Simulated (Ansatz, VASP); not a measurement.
One calculation of B5Ru, two programs

```
CELL_PARAMETERS angstrom
4.09981 0.00000 0.00000
-2.04990 3.55054 0.00000
0.00000 0.00000 3.00827
ATOMIC_POSITIONS crystal
B 0.33333 0.66667 0.00000
B 0.66667 0.33333 0.00000
B 0.50000 0.00000 0.50000
B 0.50000 0.50000 0.50000
B 0.00000 0.50000 0.50000
Ru 0.00000 0.00000 0.00000
```

Change from the starting cell: species swapped into the EuAg5 type (P6/mmm, No. 191).

Alike in both runs: task relaxation of cell and atoms; functional PBE; k mesh 12 × 12 × 12; occupations gaussian, width 0.1 eV; no spin polarisation.

|  | VASP | Ansatz |
| --- | --- | --- |
| version | VASP 6.6.1 | Ansatz 0.2.0 |
| potentials or method | VASP PAW PBE potentials, release 64 (B, Ru_pv), cutoff 600 eV | scalar-relativistic, plane waves, PAW |
| valence electrons in the cell | 29 | 31 |

```csv
,VASP,Ansatz,Ansatz less VASP
"gap on the k mesh at the Fermi level, each at its own relaxed structure (eV)",none,none,-
relaxed volume (Å³/atom),7.28,7.29,+0.005
relaxed length of the cell vector where the two differ most in proportion (Å),4.101,4.104,+0.0028
```

A gap of «none» marks a metal or a gap that the smearing closes. VASP's potentials hold 29 valence electrons a cell and Ansatz's 31, so a difference there can come from the potentials and not from the codes.
